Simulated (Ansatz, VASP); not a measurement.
**Two plane-wave programs on Mo**

```xyz
1
Lattice="2.7172 0.0000 0.0000 -1.3586 2.3531 0.0000 0.0000 0.0000 2.5380" Properties=species:S:1:pos:R:3 pbc="T T T"
Mo    0.0000    0.0000    1.2690
```

Alike in both runs: task single point; functional PBEsol; k mesh 12 × 12 × 11; occupations methfessel-paxton of order 1, width 0.1 eV; no spin polarisation.

```csv
,VASP,Ansatz
version,VASP 6.6.1,Ansatz 0.2.0
potentials or method,"VASP PAW PBE potentials, release 64 (Mo_sv), cutoff 520 eV","plane waves, PAW"
valence electrons in the cell,14,14
```

|  | VASP | Ansatz | Ansatz less VASP |
| --- | --- | --- | --- |
| pressure (GPa) | 0.2 | -0.4 | -0.56 |
| traceless stress, the component that is largest in VASP (GPa) | -6.97 | -7.08 | -0.113 |

VASP's potentials were made for PBE, not for PBEsol.
